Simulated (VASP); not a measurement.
Input of a VASP 6.6.1 run:

File INCAR:

```
  ALGO = Normal
  EDIFF = 1E-6
  ENCUT = 520
  GGA = PS
  ISIF = 2
  ISMEAR = 0
  LASPH = T
  LCHARG = T
  LELF = T
  LREAL = Auto
  LVHAR = T
  LWAVE = F
  NBANDS = 72
  NELM = 100
  PREC = Accurate
  SIGMA = 0.05
```

File KPOINTS:

```
k-points
0
Gamma
  3 3 3
```

The input POSCAR:

```
Al30Cu
1.0
    8.1000000000      0.0000000000      0.0000000000
    0.0000000000      8.1000000000      0.0000000000
    0.0000000000      0.0000000000      8.1000000000
Al Cu
30 1
Direct
    0.5098808642      0.0079964198      0.0004079012
    0.7537444444     -0.0004343210      0.2502762963
    0.2500388889      0.2473139506      0.0004049383
    0.5015488889      0.4999059259      0.0004124691
    0.7554472840      0.7533358025      0.0004128395
    0.2493575309      0.0001825926      0.2479054321
    0.5038102469      0.2543790123      0.2501062963
    0.7468044444      0.4973444444      0.2490109877
    0.4989796296      0.0016046914      0.5004108642
    0.7483334568      0.2533095062      0.5004027160
    0.7537227160     -0.0003823457      0.7505365432
   -0.0070100000      0.4922992593      0.0004074074
    0.2470809877      0.7535197531      0.0004237037
   -0.0020435802      0.2442928395      0.2440185185
    0.2494016049      0.5006487654      0.2515129630
    0.4995625926      0.7507496296      0.2505974074
    0.0023045679     -0.0002151852      0.5004064198
    0.2521455556      0.2519392593      0.5004388889
    0.4972818519      0.5034148148      0.5004149383
    0.7485033333      0.7458396296      0.5004075309
    0.2493416049      0.0002019753      0.7529353086
    0.5037833333      0.2544160494      0.7507072840
    0.7467895062      0.4973565432      0.7518039506
    0.0012918519      0.7516880247      0.2494953086
   -0.0009800000      0.4996319753      0.5004240741
    0.2501866667      0.7512013580      0.5004139506
   -0.0020576543      0.2443139506      0.7568098765
    0.2493943210      0.5006734568      0.7493316049
    0.4995487654      0.7507535802      0.7502364198
    0.0013014815      0.7517245679      0.7513385185
    0.7956035802      0.1908929630      0.0004369136
```

Potentials or basis: VASP PAW PBE potentials, release 64 (Al, Cu).

Run with:

```console
$ cat potpaw_PBE.64/Al/POTCAR potpaw_PBE.64/Cu/POTCAR > POTCAR
$ mpirun -np 1 vasp_std > vasp.out
```

Question: Predict the band gap on the k mesh.

Answer: Zero (an odd number of electrons rules out a gap without spin polarisation).

Question: Predict the largest force.

Answer: 0.432 eV/Å.

Question: Predict the pressure.

Answer: -3.5 GPa.

Stress tensor (GPa, compression positive):
```
-3.86  0.05  0.00
 0.05 -3.87  0.00
 0.00  0.00 -2.66
```

Caveat: the PAW data sets were made with another functional, which shifts forces and pressure a little.
